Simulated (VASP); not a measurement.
Input of a VASP 6.6.1 run:

File INCAR:

```
SYSTEM = Pt2Cl
  PREC = Accurate
  ENCUT = 520
  EDIFF = 1E-7
  ISMEAR = 0
  SIGMA = 0.1
  LREAL = .False.
  LASPH = .True.
  NELM = 150
  ALGO = Normal
  ISIF = 2
  LWAVE = .False.
  LCHARG = .False.
  ISPIN = 2
  MAGMOM = 0.37 0.37 0
  LORBIT = 11
  LMAXMIX = 4
  GGA = PE
  NBANDS = 24
```

The input KPOINTS:

```
regular mesh
0
Gamma
  6 6 4
  0 0 0
```

The input POSCAR:

```
Pt2Cl
1.0
    4.7312672679      0.0000000000      0.0000000000
   -2.3656336339      4.0973976461      0.0000000000
    0.0000000000      0.0000000000      2.6573847175
Pt Cl
2 1
Direct
    0.3333333333      0.6666666667      0.5000000000
    0.6666666667      0.3333333333      0.5000000000
    0.0000000000      0.0000000000      0.0000000000
```

Potentials or basis: VASP PAW PBE potentials, release 64 (Pt, Cl).

Launch:

```bash
$ cat potpaw_PBE.64/Pt/POTCAR potpaw_PBE.64/Cl/POTCAR > POTCAR
$ mpirun -np 1 vasp_std > vasp.out
```

(1) Estimate the pressure.

(2) Predict the net moment.

Answers

(1) -0.2 GPa.

(2) 0.00 μB per cell.

Caveat: the k points lie up to 0.59 Å⁻¹ apart.
